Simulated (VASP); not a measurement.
Set up this calculation in VASP 6.6.1, as the native input.

```
Task                   : single point
Functional             : PBE
Potentials or basis    : VASP PAW PBE potentials, release 64 (Ca_sv, Cr_pv, Se)
Cutoff                 : 520 eV
k mesh                 : 2 × 2 × 2
Occupations            : gaussian, width 0.15 eV
Spin                   : collinear spin, ferromagnetic start
Starting moments       : [0.0, 0.0, 0.0, 3.0, 0.0, 0.0, 0.0, 0.0] μB
Dipole correction      : no
Further INCAR settings : ALGO = Normal; EDIFF = 1e-06; NBANDS = 47
```

The structure of Ca3CrSe4 lies in POSCAR:

```
Ca3CrSe4
1.0
    5.9934924970      0.0000000000      0.0000000000
    0.0000000000      5.9934924970      0.0000000000
    0.0000000000      0.0000000000      5.9934924970
Ca Cr Se
3 1 4
Direct
    0.0000000000      0.5000000000      0.5000000000
    0.5000000000      0.0000000000      0.5000000000
    0.5000000000      0.5000000000      0.0000000000
    0.5000000000      0.5000000000      0.5000000000
    0.5000000000      0.0000000000      0.0000000000
    0.0000000000      0.5000000000      0.0000000000
    0.0000000000      0.0000000000      0.5000000000
    0.0000000000      0.0000000000      0.0000000000
```

The cell was built from a structure type or drawn by symmetry, and may not be a known phase.

The input as run:

INCAR

```
SYSTEM = Ca3CrSe4
ALGO     = Normal         ! electronic algorithm
EDIFF    = 1E-6           ! SCF threshold, eV
ENCUT    = 520            ! plane-wave cutoff, eV
GGA      = PE             ! functional
ISIF     = 2              ! what is computed and relaxed
ISMEAR   = 0              ! smearing method
ISPIN    = 2              ! spin polarisation
LASPH    = .True.         ! aspherical terms in the spheres
LCHARG   = .True.         ! write CHGCAR
LELF     = .True.         ! ELF
LMAXMIX  = 4              ! l up to which the mixer works
LORBIT   = 11             ! projections on sites
LREAL    = .False.        ! projectors in reciprocal space
LVHAR    = .True.       
LWAVE    = .False.        ! write WAVECAR
MAGMOM   = 0 0 0 3 0 0 0 0 ! initial moments
NBANDS   = 47             ! bands
NELM     = 150            ! most SCF steps
PREC     = Accurate       ! precision mode
SIGMA    = 0.15           ! smearing width, eV
```

KPOINTS

```
k-points
0
Gamma
  2 2 2
  0 0 0
```

Potentials or basis: VASP PAW PBE potentials, release 64 (Ca_sv, Cr_pv, Se).

Launch:

```bash
$ cat potpaw_PBE.64/Ca_sv/POTCAR potpaw_PBE.64/Cr_pv/POTCAR potpaw_PBE.64/Se/POTCAR > POTCAR
$ mpirun -np 1 vasp_std > vasp.out
```

It gave:

* Pressure: 0.5 GPa
* Net moment: 5.10 μB per cell
* Site moments: Ca +0.03; Cr +4.20; Se +0.01 μB
* Valence electrons inside the program's atomic spheres: Ca 8.12; Cr 10.67; Se 3.80, 3.65 (each value once)

Caveat: the k points lie up to 0.52 Å⁻¹ apart; a cell with one magnetic atom can't hold antiferromagnetic order, which such compounds often take.

It took 2.1 min on 1 thread of AMD EPYC 7R13, on a shared host, peak memory 0.4 GiB.
